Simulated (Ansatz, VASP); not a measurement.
Al: VASP beside Ansatz

```
Al
1.0
     0.00000    2.04198    2.04198
     2.04198    0.00000    2.04198
     2.04198    2.04198    0.00000
Al
1
Cartesian
  0.0000 0.0000 0.0000
```

Alike in both runs: task single point; functional PBE; k mesh 7 × 7 × 7; occupations fermi-dirac, width 0.0224 eV; no spin polarisation.

|  | VASP | Ansatz |
| --- | --- | --- |
| version | VASP 6.6.1 | Ansatz 0.2.0 |
| potentials or method | VASP PAW PBE potentials, release 64 (Al), cutoff 500 eV | PAW plane waves |
| valence electrons in the cell | 3 | 3 |

|  | VASP | Ansatz | Ansatz less VASP |
| --- | --- | --- | --- |
| gap on the k mesh at the Fermi level (eV) | none | none | - |
| pressure (GPa) | -2.8 | -2.7 | +0.05 |

A gap of «none» marks a metal or a gap that the smearing closes. The functional is the same, so the differences come from potentials, cutoffs and numerics.

The k mesh is coarse, so the values compare programs but aren't converged.
